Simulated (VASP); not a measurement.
Runs of VASP 6.6.1 on Os. The structure is that of space group Im-3m (No. 229), or close to it. The cells are those of the table. 

| task | cell | cutoff (eV) | gap on the mesh (eV) | pressure (GPa) |
| --- | --- | --- | --- | --- |
| single point | a = 2.654 Å, angles 70.5, 109.5, 70.5°, 1 atom | 520 | none | 10.3 |
| relaxation of cell and atoms | relaxed from a = 2.633 Å, angles 70.5, 109.5, 70.5°, 1 atom | 600 | none | 0.1 |
| relaxation of cell and atoms | relaxed to 20 GPa from a = 2.633 Å, angles 70.5, 109.5, 70.5°, 1 atom | 600 | none | 20.0 |
| single point | a = 2.678 Å, angles 70.5, 109.5, 70.5°, 1 atom | 520 | none | 0.1 |
| single point | a = 2.633 Å, angles 70.5, 109.5, 70.5°, 1 atom | 520 | none | 20.6 |
| relaxation of cell and atoms | relaxed to 10 GPa from a = 2.633 Å, angles 70.5, 109.5, 70.5°, 1 atom | 600 | none | 10.0 |
| relaxation of cell and atoms | relaxed to 30 GPa from a = 2.633 Å, angles 70.5, 109.5, 70.5°, 1 atom | 600 | none | 30.0 |
| single point | a = 2.615 Å, angles 70.5, 109.5, 70.5°, 1 atom | 520 | none | (a) |

Alike in all rows: level PBE; potentials or basis VASP PAW PBE potentials, release 64 (Os); no spin polarisation; k mesh 19 × 19 × 19; smearing fermi-dirac 0.1 eV.

Question: Fill in the values left out.

Answer: (a) 30.9.

Caveats: spin-orbit coupling is left out, which moves the levels of the heavy elements; the cell is relaxed towards a set pressure, so the enthalpy falls and the energy may rise (some runs).

A k mesh can miss the band edges, and the runs leave out spin-orbit coupling on Os.

A gap of «none» marks levels without a gap at the run's occupations.
